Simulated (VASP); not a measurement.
# AlGa3N2: relaxation of cell and atoms with PBE

Crystal: AlGa3N2.

```
CELL_PARAMETERS angstrom
3.20352 0.00000 0.00000
-1.60176 2.77433 0.00000
0.00000 0.00000 9.43620
ATOMIC_POSITIONS crystal
Al 0.33333 0.66667 0.25406
Ga 0.00000 0.00000 0.97867
Ga 0.66667 0.33333 0.52412
Ga 0.00000 0.00000 0.71188
N 0.33333 0.66667 0.05346
N 0.66667 0.33333 0.31481
```

```json
{"Program": "VASP 6.6.1", "Task": "relaxation of cell and atoms", "Functional": "PBE", "Potentials or basis": "VASP PAW PBE potentials, release 64 (Al, Ga_d, N)", "Cutoff": "600 eV", "k mesh": "12 × 12 × 4", "Occupations": "gaussian, width 0.1 eV", "Spin": "no spin polarisation", "Dipole correction": "no", "Further INCAR settings": "ALGO = Fast; EDIFF = 1e-07; IBRION = 2; EDIFFG = -0.01; NSW = 100; ISIF = 3"}
```

- Relaxed volume: 14.00 Å³/atom
- Relaxed cell: a = 3.219 Å, b = 3.219 Å, c = 9.363 Å, α = 90.00°, β = 90.00°, γ = 120.00°
- Space group after relaxing (to 0.1 Å): P3m1 (No. 156)
- Energy gained by relaxing: 0.9 meV/atom
- Ionic steps: 15
- Pressure after relaxing: 0.0 GPa
- Band gap on the k mesh: zero (bands 26 and 27 overlap by 2.94 eV)

Forces on the atoms (eV/Å):
```
Al   0.000  0.000  0.002
Ga   0.000  0.000 -0.001
Ga   0.000  0.000  0.002
Ga   0.000  0.000  0.000
N    0.000  0.000 -0.003
N    0.000  0.000  0.000
```

The path:
```
step  energy change (eV)  largest force (eV/Å)  pressure (GPa)  volume (Å³)
   1              0.0000                0.1360            0.30        83.87
   2             -0.0026                0.0904           -0.14        84.19
   3             -0.0034                0.0641           -0.59        84.51
   4             -0.0049                0.0548           -0.29        84.28
   5             -0.0051                0.0717           -0.14        84.17
   6             -0.0055                0.0398           -0.03        84.07
   7             -0.0056                0.0276            0.02        84.01
   8             -0.0056                0.0279            0.05        83.98
   9             -0.0056                0.0108            0.02        84.00
  10             -0.0057                0.0106            0.01        84.01
  11             -0.0057                0.0186           -0.01        84.02
  12             -0.0057                0.0138            0.00        84.01
  13             -0.0057                0.0157           -0.02        84.01
  14             -0.0057                0.0141            0.01        84.01
  15             -0.0057                0.0025           -0.03        84.03
```

Final structure:
```
Al Ga N
1.0
     3.21915    0.00000    0.00000
    -1.60957    2.78786    0.00000
     0.00000    0.00000    9.36261
Al Ga N
1 3 2
Direct
  0.33333 0.66667 0.25463
  0.00000 0.00000 0.97748
  0.66667 0.33333 0.52643
  0.00000 0.00000 0.71035
  0.33333 0.66667 0.05250
  0.66667 0.33333 0.31561
```

Levels at points of the mesh, in eV from the Fermi level:
```csv
k point,band 24,band 25,band 26,band 27,band 28,band 29
"(0.00, 0.00, 0.00)",-2.57,-2.57,-0.88,2.46,3.39,6.27
"(0.50, 0.00, 0.00)",-4.30,-3.70,-2.56,-0.09,2.43,2.66
"(0.00, 0.00, 0.50)",-2.57,-2.57,0.81,1.22,3.58,6.20
"(0.50, 0.00, 0.50)",-4.41,-3.71,-2.17,0.49,1.85,2.05
```

Run time: 37 min on 1 thread of Oxide Virtual Turin-like Processor (shared host), peak memory 0.35 GiB.
